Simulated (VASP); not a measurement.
# HfSnSe4 (P4/mmm) in VASP: notebook

HfSnSe4 is run at these levels: PBE; tasks: single point, relaxation of cell and atoms.

Program: VASP 6.6.1. These are calculated values, not measurements. Logs are shortened: lines on timing, memory, paths and dates and some standing lists are left out, and cuts for length are marked.

**1. The cell of the first run**

The structure is tetragonal, space group P4/mmm (No. 123). The conventional cell has a = 4.578 Å, b = 4.578 Å, c = 6.570 Å, α = 90.00°, β = 90.00°, γ = 90.00°. Hf (site symmetry 4/mmm) has 8 Se at 2.88 Å within 3.8 Å. Within 3.6 Å of Sn (site symmetry 4/mmm) lie 8 Se at 2.76 Å. Within 3.6 Å of Se (site symmetry 2mm) lie 2 Sn at 2.76 Å and 2 Hf at 2.88 Å and 6 Se at 3.07 to 3.50 Å.

**2. Single point, PBE**

The input, INCAR:

```
ALGO = Normal
EDIFF = 1E-7
ENCUT = 520
GGA = PE
ISIF = 2
ISMEAR = 0
LASPH = T
LCHARG = F
LREAL = F
LWAVE = F
NBANDS = 33
NELM = 60
PREC = Accurate
SIGMA = 0.1
```

The input, KPOINTS:

```
k-points
0
Gamma
  4 4 4
```

The input, POSCAR:

```
HfSnSe4
1.0
    4.5779605400      0.0000000000      0.0000000000
    0.0000000000      4.5779605400      0.0000000000
    0.0000000000      0.0000000000      6.5703950900
Hf Sn Se
1 1 4
Direct
    0.0000000000      0.0000000000      0.0000000000
    0.5000000000      0.5000000000      0.5000000000
    0.5000000000      0.0000000000      0.7338745000
    0.0000000000      0.5000000000      0.2661255000
    0.5000000000      0.0000000000      0.2661255000
    0.0000000000      0.5000000000      0.7338745000
```

Potentials or basis: VASP PAW PBE potentials, release 64 (Hf_pv, Sn_d, Se).

Launch:

```
$ cat potpaw_PBE.64/Hf_pv/POTCAR potpaw_PBE.64/Sn_d/POTCAR potpaw_PBE.64/Se/POTCAR > POTCAR
$ mpirun -np 1 vasp_std > vasp.out
```

OUTCAR:

```text
EDIFF = 1E-7
   ENCUT = 520
   GGA = PE
   ISIF = 2
   ISMEAR = 0
   LASPH = T
   LREAL = F
   NELM = 60
   PREC = Accurate

 ion  position               nearest neighbor table
   1  0.000  0.000  0.000-   3 2.88   4 2.88   5 2.88   6 2.88   4 2.88   6 2.88   3 2.88   5 2.88

   2  0.500  0.500  0.500-   3 2.76   4 2.76   5 2.76   6 2.76   3 2.76   5 2.76   4 2.76   6 2.76

   3  0.500  0.000  0.734-   2 2.76   2 2.76   1 2.88   1 2.88
   4  0.000  0.500  0.266-   2 2.76   2 2.76   1 2.88   1 2.88
   5  0.500  0.000  0.266-   2 2.76   2 2.76   1 2.88   1 2.88
   6  0.000  0.500  0.734-   2 2.76   2 2.76   1 2.88   1 2.88

  LATTYP: Found a simple tetragonal cell.
 ALAT       =     4.5779605400
 C/A-ratio  =     1.4352231813

  Lattice vectors:

 A1 = (   4.5779605400,   0.0000000000,   0.0000000000)
 A2 = (   0.0000000000,   4.5779605400,   0.0000000000)
 A3 = (   0.0000000000,   0.0000000000,   6.5703950900)

Analysis of symmetry for initial positions (statically):
=====================================================================
 Subroutine PRICEL returns:
 Original cell was already a primitive cell.

 Routine SETGRP: Setting up the symmetry group for a
 simple tetragonal supercell.

 Subroutine GETGRP returns: Found 16 space group operations
 (whereof 16 operations were pure point group operations)
 out of a pool of 16 trial point group operations.

The static configuration has the point symmetry D_4h.

Analysis of symmetry for dynamics (positions and initial velocities):
=====================================================================
 Subroutine PRICEL returns:
 Original cell was already a primitive cell.

 Routine SETGRP: Setting up the symmetry group for a
 simple tetragonal supercell.

 Subroutine GETGRP returns: Found 16 space group operations
 (whereof 16 operations were pure point group operations)
 out of a pool of 16 trial point group operations.

The dynamic configuration has the point symmetry D_4h.

 Subroutine INISYM returns: Found 16 space group operations
 (whereof 16 operations are pure point group operations),
 and found     1 'primitive' translations

----------------------------------------------------------------------------------------

                                     Primitive cell

  volume of cell :     137.7005

  direct lattice vectors                    reciprocal lattice vectors
     4.577960540  0.000000000  0.000000000     0.218437881  0.000000000  0.000000000
     0.000000000  4.577960540  0.000000000     0.000000000  0.218437881  0.000000000
     0.000000000  0.000000000  6.570395090     0.000000000  0.000000000  0.152197849

  length of vectors
     4.577960540  4.577960540  6.570395090     0.218437881  0.218437881  0.152197849

  position of ions in fractional coordinates (direct lattice)
     0.000000000  0.000000000  0.000000000
     0.500000000  0.500000000  0.500000000
     0.500000000  0.000000000  0.733874500
     0.000000000  0.500000000  0.266125500
     0.500000000  0.000000000  0.266125500
     0.000000000  0.500000000  0.733874500

  ion indices of the primitive-cell ions
   primitive index   ion index
                 1           1
                 2           2
                 3           3
                 4           4
                 5           5
                 6           6

----------------------------------------------------------------------------------------

 KPOINTS: k-points

Automatic generation of k-mesh.
 Grid dimensions read from file:
 generate k-points for:    4    4    4

 Generating k-lattice:

  Cartesian coordinates                     Fractional coordinates (reciprocal lattice)
     0.054609470  0.000000000  0.000000000     0.250000000  0.000000000  0.000000000
     0.000000000  0.054609470  0.000000000     0.000000000  0.250000000  0.000000000
     0.000000000  0.000000000  0.038049462     0.000000000  0.000000000  0.250000000

  Length of vectors
     0.054609470  0.054609470  0.038049462

  Shift w.r.t. Gamma in fractional coordinates (k-lattice)
     0.000000000  0.000000000  0.000000000

 Subroutine IBZKPT returns following result:
 ===========================================

 Found     18 irreducible k-points:

 Following reciprocal coordinates:
            Coordinates               Weight
  0.000000  0.000000  0.000000      1.000000
  0.250000  0.000000  0.000000      4.000000
  0.500000  0.000000  0.000000      2.000000
  0.250000  0.250000  0.000000      4.000000
  0.500000  0.250000  0.000000      4.000000
  0.500000  0.500000  0.000000      1.000000
[... 10 lines left out ...]
  0.500000  0.250000  0.500000      4.000000
  0.500000  0.500000  0.500000      1.000000
   k-points           NKPTS =     18   k-points in BZ     NKDIM =     18   number of bands    NBANDS=     33
   number of dos      NEDOS =    301   number of ions     NIONS =      6
   total plane-waves  NPLWV =  64800
   dimension x,y,z NGX =    36 NGY =   36 NGZ =   50
   dimension x,y,z NGXF=    72 NGYF=   72 NGZF=  100
   ions per type =               1   1   4
   NGX,Y,Z   is equivalent  to a cutoff of  13.07, 13.07, 12.65 a.u.
   NGXF,Y,Z  is equivalent  to a cutoff of  26.15, 26.15, 25.30 a.u.
 SYSTEM =  unknown system
   PREC   = accura    normal or accurate (medium, high low for compatibility)
   ISTART =      0    job   : 0-new  1-cont  2-samecut
   ICHARG =      2    charge: 1-file 2-atom 10-const
   ISPIN  =      1    spin polarized calculation?
   LNONCOLLINEAR =      F non collinear calculations
   LSORBIT =      F    spin-orbit coupling
   LASPH  =      T    aspherical Exc in radial PAW
   ENCUT  =  520.0 eV  38.22 Ry    6.18 a.u.   8.51  8.51 12.22*2*pi/ulx,y,z
   NELM   =     60;   NELMIN=  2; NELMDL= -5     # of ELM steps
   EDIFF  = 0.1E-06   stopping-criterion for ELM
   LREAL  =      F    real-space projection
   EDIFFG = 0.1E-05   stopping-criterion for IOM
   NSW    =      0    number of steps for IOM
   IBRION =     -1    ionic relax: 0-MD 1-quasi-New 2-CG
   NFREE  =      0    steps in history (QN), initial steepest desc. (CG)
   ISIF   =      2    stress and relaxation
   ISYM   =      2    0-nonsym 1-usesym 2-fastsym
   POTIM  = 0.5000    time-step for ionic-motion
   TEBEG  =    0.0;   TEEND  =   0.0 temperature during run
   PSTRESS=    0.0 pullay stress
   NELECT =      48.0000    total number of electrons
   NUPDOWN=      -1.0000    fix difference up-down
   EMIN   =  10.00;   EMAX   =-10.00  energy-range for DOS
   EFERMI =   0.00;   METHOD = LEGACY
   ISMEAR =     0;   SIGMA  =   0.10  broadening in eV -4-tet -1-fermi 0-gaus
   EFERMI_NEDOS =   21; number of points for ismear=-14 and -15
   IALGO  =     38    algorithm
   IMIX   =      4    mixing-type and parameters
     AMIX     =   0.40;   BMIX     =  1.00
     AMIX_MAG =   1.60;   BMIX_MAG =  1.00
  volume/ion in A,a.u.               =      22.95       154.87
  Fermi-wavevector in a.u.,A,eV,Ry     =   1.152153  2.177253 18.061134  1.327456
  Thomas-Fermi vector in A             =   2.288806
   LORBIT       =      0    0 simple, 1 ext, 2 COOP (PROOUT), +10 PAW based schemes
   GGA     = PE    functional components
   LHFCALC =     F    Hartree Fock is set to
   AEXX    =    0.0000 exact exchange contribution
   IVDW    =     0    specifies the selected vdW correction
   LEPSILON=     F    determine dielectric tensor
   LRPA    =     F    only Hartree local field effects (RPA)
 non-spin polarized calculation
 Gauss-broadening in eV      SIGMA  =   0.10
  energy-cutoff  :      520.00
  volume of cell :      137.70
 maximum number of plane-waves:      3732
 NGX is ok and might be reduce to    36
   NGX = 17   NGY = 17   NGZ = 25

 number of electron      48.0000003 magnetization

 Free energy of the ion-electron system (eV)
  ---------------------------------------------------
  ext. energy  EPLUGINS =         0.00000000
  ---------------------------------------------------
  free energy    TOTEN  =       -29.83761911 eV

  energy without entropy =      -29.82308649  energy(sigma->0) =      -29.83035280

 E-fermi :   5.4113     XC(G=0): -10.1002

 val. band max:        5.4047529632   @ k =   0.2500   0.0000   0.2500
 cond. band min:       5.4463785564   @ k =   0.0000   0.0000   0.5000
 fundamental gap:      0.0416255933
 Fermi energy:         5.4112793222

 k-point     1 :       0.0000    0.0000    0.0000
  band No.  band energies     occupation
      1     -26.3738      2.00000
      2     -26.3081      2.00000
      3     -26.3081      2.00000
      4     -16.2889      2.00000
      5     -16.2470      2.00000
      6     -16.2470      2.00000
[... 25 lines left out ...]
     32       8.9898      0.00000
     33       9.6112      0.00000

 k-point     2 :       0.2500    0.0000    0.0000
  band No.  band energies     occupation
      1     -26.3728      2.00000
      2     -26.3134      2.00000
      3     -26.3079      2.00000
      4     -16.2798      2.00000
      5     -16.2554      2.00000
      6     -16.2467      2.00000
[... 25 lines left out ...]
     32       9.5638      0.00000
     33       9.5770      0.00000

 k-point     3 :       0.5000    0.0000    0.0000
  band No.  band energies     occupation
      1     -26.3718      2.00000
      2     -26.3187      2.00000
      3     -26.3077      2.00000
      4     -16.2711      2.00000
      5     -16.2638      2.00000
      6     -16.2464      2.00000
[... 25 lines left out ...]
     32      10.5822      0.00000
     33      10.6366      0.00000

 k-point     4 :       0.2500    0.2500    0.0000
  band No.  band energies     occupation
      1     -26.3718      2.00000
      2     -26.3132      2.00000
      3     -26.3132      2.00000
      4     -16.2701      2.00000
      5     -16.2552      2.00000
      6     -16.2550      2.00000
[... 457 lines left out ...]
     32       9.8689      0.00000
     33      10.7493      0.00000

 k-point    17 :       0.5000    0.2500    0.5000
  band No.  band energies     occupation
      1     -26.3709      2.00000
      2     -26.3184      2.00000
      3     -26.3129      2.00000
      4     -16.2637      2.00000
      5     -16.2607      2.00000
      6     -16.2549      2.00000
[... 25 lines left out ...]
     32      10.5317      0.00000
     33      10.7449      0.00000

 k-point    18 :       0.5000    0.5000    0.5000
  band No.  band energies     occupation
      1     -26.3700      2.00000
      2     -26.3181      2.00000
      3     -26.3181      2.00000
      4     -16.2633      2.00000
      5     -16.2633      2.00000
      6     -16.2506      2.00000
[... 25 lines left out ...]
     32      10.3763      0.00000
     33      10.6066      0.00000

------------------------ aborting loop because EDIFF is reached ----------------------------------------

  FORCE on cell =-STRESS in cart. coord.  units (eV):
  Direction    XX          YY          ZZ          XY          YZ          ZX
  --------------------------------------------------------------------------------------
  -------------------------------------------------------------------------------------
  Total        5.6838535      5.6838535      4.9983066      0.0000000      0.0000000      0.0000000
  in kB       66.1329485     66.1329485     58.1564511      0.0000000      0.0000000      0.0000000
  external PRESSURE =      63.4741161 kB  Pullay stress =       0.0000000 kB

 VOLUME and BASIS-vectors are now :
 -----------------------------------------------------------------------------
  energy-cutoff  :      520.00
  volume of cell :      137.70
      direct lattice vectors                 reciprocal lattice vectors
     4.577960540  0.000000000  0.000000000     0.218437881  0.000000000  0.000000000
     0.000000000  4.577960540  0.000000000     0.000000000  0.218437881  0.000000000
     0.000000000  0.000000000  6.570395090     0.000000000  0.000000000  0.152197849

 POSITION                                       TOTAL-FORCE (eV/Angst)
 -----------------------------------------------------------------------------------
      0.00000      0.00000      0.00000         0.000000     -0.000000      0.000000
      2.28898      2.28898      3.28520         0.000000     -0.000000      0.000000
      2.28898      0.00000      4.82185         0.000000      0.000000      2.218019
      0.00000      2.28898      1.74855         0.000000     -0.000000     -2.218019
      2.28898      0.00000      1.74855         0.000000      0.000000     -2.218019
      0.00000      2.28898      4.82185        -0.000000     -0.000000      2.218019
 -----------------------------------------------------------------------------------
    total drift:                                0.000000      0.000000      0.000000

  FREE ENERGIE OF THE ION-ELECTRON SYSTEM (eV)
  ---------------------------------------------------
  free  energy   TOTEN  =       -29.8376191079 eV

  energy  without entropy=      -29.8230864930  energy(sigma->0) =      -29.83035280
```

Run time: 50 s. Hardware: 1 thread of AMD EPYC 9R45 (Zen 5), shared host; peak memory 0.25 GiB.

What came out:

- Free energy: -29.8376 eV
- Pressure: 6.3 GPa
- Largest force: 2.218 eV/Å
- Band gap on the k mesh: zero (band 24 reaches 6.25 eV, above the bottom of band 25 at 5.22 eV)

Forces in eV/Å, atoms in the order of the input:
```
Hf   0.000  0.000  0.000
Sn   0.000  0.000  0.000
Se   0.000  0.000  2.218
Se   0.000  0.000 -2.218
Se   0.000  0.000 -2.218
Se   0.000  0.000  2.218
```

Stress tensor (GPa, compression positive):
```
6.61 0.00 0.00
0.00 6.61 0.00
0.00 0.00 5.82
```

Levels at points of the mesh, in eV from the Fermi level:
```tsv
k point	band 22	band 23	band 24	band 25	band 26	band 27
(0.00, 0.00, 0.00)	-0.98	-0.36	-0.36	0.83	0.93	1.23
(0.50, 0.00, 0.00)	-2.13	-1.11	0.11	0.91	1.01	1.13
(0.50, 0.50, 0.00)	-0.81	0.21	0.84	0.91	1.00	2.83
(0.00, 0.00, 0.50)	-1.69	-1.25	0.04	0.04	0.14	1.25
(0.50, 0.00, 0.50)	-2.79	-2.40	-2.40	1.38	1.76	2.01
(0.50, 0.50, 0.50)	0.19	0.37	0.55	0.64	0.70	1.35
```

Caveat: spin-orbit coupling is left out, which moves the levels of the heavy elements; forces of over 1 eV/Å act on the atoms, so gaps and moduli don't describe the material at rest.

**3. Single point, PBE**

This run uses another cell than the first one, of 25.11 Å³/atom, 1.094 times its volume.

The input, INCAR:

```
  PREC = Accurate
  ENCUT = 520
  EDIFF = 1E-6
  ISMEAR = 0
  SIGMA = 0.1
  LREAL = F
  LASPH = T
  NELM = 100
  ALGO = Normal
  ISIF = 2
  LWAVE = F
  LCHARG = F
  GGA = PE
  NBANDS = 33
```

The input, KPOINTS:

```
regular mesh
0
Gamma
  4 4 4
```

The input, POSCAR:

```
HfSnSe4
1.0
    4.7256193480      0.0000000000      0.0000000000
    0.0000000000      4.7256193480      0.0000000000
    0.0000000000      0.0000000000      6.7463326196
Hf Sn Se
1 1 4
Direct
    0.0000000000      0.0000000000      0.0000000000
    0.5000000000      0.5000000000      0.5000000000
    0.5000000000      0.0000000000      0.7723494982
    0.0000000000      0.5000000000      0.2276505018
    0.5000000000      0.0000000000      0.2276505018
    0.0000000000      0.5000000000      0.7723494982
```

Potentials or basis: VASP PAW PBE potentials, release 64 (Hf_pv, Sn_d, Se).

Launch:

```
$ cat potpaw_PBE.64/Hf_pv/POTCAR potpaw_PBE.64/Sn_d/POTCAR potpaw_PBE.64/Se/POTCAR > POTCAR
$ mpirun -np 1 vasp_std > vasp.out
```

OUTCAR:

```text
PREC = Accurate
   ENCUT = 520
   EDIFF = 1E-6
   ISMEAR = 0
   LREAL = F
   LASPH = T
   NELM = 100
   ISIF = 2
   GGA = PE

 ion  position               nearest neighbor table
   1  0.000  0.000  0.000-   3 2.82   4 2.82   5 2.82   6 2.82   4 2.82   6 2.82   3 2.82   5 2.82

   2  0.500  0.500  0.500-   3 2.99   4 2.99   5 2.99   6 2.99   3 2.99   5 2.99   4 2.99   6 2.99

   3  0.500  0.000  0.772-   1 2.82   1 2.82   2 2.99   2 2.99
   4  0.000  0.500  0.228-   1 2.82   1 2.82   2 2.99   2 2.99
   5  0.500  0.000  0.228-   1 2.82   1 2.82   2 2.99   2 2.99
   6  0.000  0.500  0.772-   1 2.82   1 2.82   2 2.99   2 2.99

  LATTYP: Found a simple tetragonal cell.
 ALAT       =     4.7256193480
 C/A-ratio  =     1.4276081340

  Lattice vectors:

 A1 = (   4.7256193480,   0.0000000000,   0.0000000000)
 A2 = (   0.0000000000,   4.7256193480,   0.0000000000)
 A3 = (   0.0000000000,   0.0000000000,   6.7463326196)

Analysis of symmetry for initial positions (statically):
=====================================================================
 Subroutine PRICEL returns:
 Original cell was already a primitive cell.

 Routine SETGRP: Setting up the symmetry group for a
[... 174 lines left out ...]
 fundamental gap:      0.0106013595
 Fermi energy:         4.3834069086

 k-point     1 :       0.0000    0.0000    0.0000
  band No.  band energies     occupation
      1     -27.2767      2.00000
      2     -27.2029      2.00000
      3     -27.2029      2.00000
      4     -17.0454      2.00000
      5     -17.0336      2.00000
      6     -17.0336      2.00000
[... 637 lines left out ...]
     32       9.5767      0.00000
     33       9.5798      0.00000

------------------------ aborting loop because EDIFF is reached ----------------------------------------

  FORCE on cell =-STRESS in cart. coord.  units (eV):
  Direction    XX          YY          ZZ          XY          YZ          ZX
  --------------------------------------------------------------------------------------
  -------------------------------------------------------------------------------------
  Total       -0.2452405     -0.2452405      0.0563317      0.0000000     -0.0000000      0.0000000
  in kB       -2.6080602     -2.6080602      0.5990710      0.0000000     -0.0000000      0.0000000
  external PRESSURE =      -1.5390165 kB  Pullay stress =       0.0000000 kB

 VOLUME and BASIS-vectors are now :
 -----------------------------------------------------------------------------
  energy-cutoff  :      520.00
  volume of cell :      150.66
      direct lattice vectors                 reciprocal lattice vectors
     4.725619348  0.000000000  0.000000000     0.211612474  0.000000000  0.000000000
     0.000000000  4.725619348  0.000000000     0.000000000  0.211612474  0.000000000
     0.000000000  0.000000000  6.746332620     0.000000000  0.000000000  0.148228683

 POSITION                                       TOTAL-FORCE (eV/Angst)
 -----------------------------------------------------------------------------------
      0.00000      0.00000      0.00000        -0.000000      0.000000      0.000000
      2.36281      2.36281      3.37317        -0.000000      0.000000      0.000000
      2.36281      0.00000      5.21053        -0.000000     -0.000000      0.010349
      0.00000      2.36281      1.53581         0.000000      0.000000     -0.010349
      2.36281      0.00000      1.53581        -0.000000     -0.000000     -0.010349
      0.00000      2.36281      5.21053        -0.000000     -0.000000      0.010349
 -----------------------------------------------------------------------------------
    total drift:                                0.000000      0.000000      0.000000

  FREE ENERGIE OF THE ION-ELECTRON SYSTEM (eV)
  ---------------------------------------------------
  free  energy   TOTEN  =       -31.0296737558 eV

  energy  without entropy=      -31.0102883612  energy(sigma->0) =      -31.01998106
```

Run time: 47 s. Hardware: 1 thread of AMD EPYC 9R45 (Zen 5), shared host; peak memory 0.26 GiB.

What came out:

* Free energy: -31.0297 eV
* Pressure: -0.2 GPa
* Largest force: 0.010 eV/Å
* Band gap on the k mesh: zero (band 24 reaches 5.04 eV, above the bottom of band 25 at 4.14 eV)

Forces on the atoms (eV/Å):
```
Hf   0.000  0.000  0.000
Sn   0.000  0.000  0.000
Se   0.000  0.000  0.010
Se   0.000  0.000 -0.010
Se   0.000  0.000 -0.010
Se   0.000  0.000  0.010
```

Stress tensor (GPa, compression positive):
```
-0.26  0.00  0.00
 0.00 -0.26  0.00
 0.00  0.00  0.06
```

Levels at points of the mesh, in eV from the Fermi level:
```
           k point  band 22  band 23  band 24  band 25  band 26  band 27
(0.00, 0.00, 0.00)    -0.79    -0.29    -0.29     0.86     1.04     1.08
(0.50, 0.00, 0.00)    -1.67    -0.85    -0.30     0.23     1.03     1.05
(0.50, 0.50, 0.00)    -0.57     0.37     0.66     0.77     0.99     3.14
(0.00, 0.00, 0.50)    -0.77    -0.28    -0.28    -0.19     0.43     1.05
(0.50, 0.00, 0.50)    -2.55    -2.13    -2.09     1.12     1.21     2.29
(0.50, 0.50, 0.50)    -0.76     0.51     0.52     0.82     0.85     1.08
```

Caveat: spin-orbit coupling is left out, which moves the levels of the heavy elements.

[end of part 1 of 2]
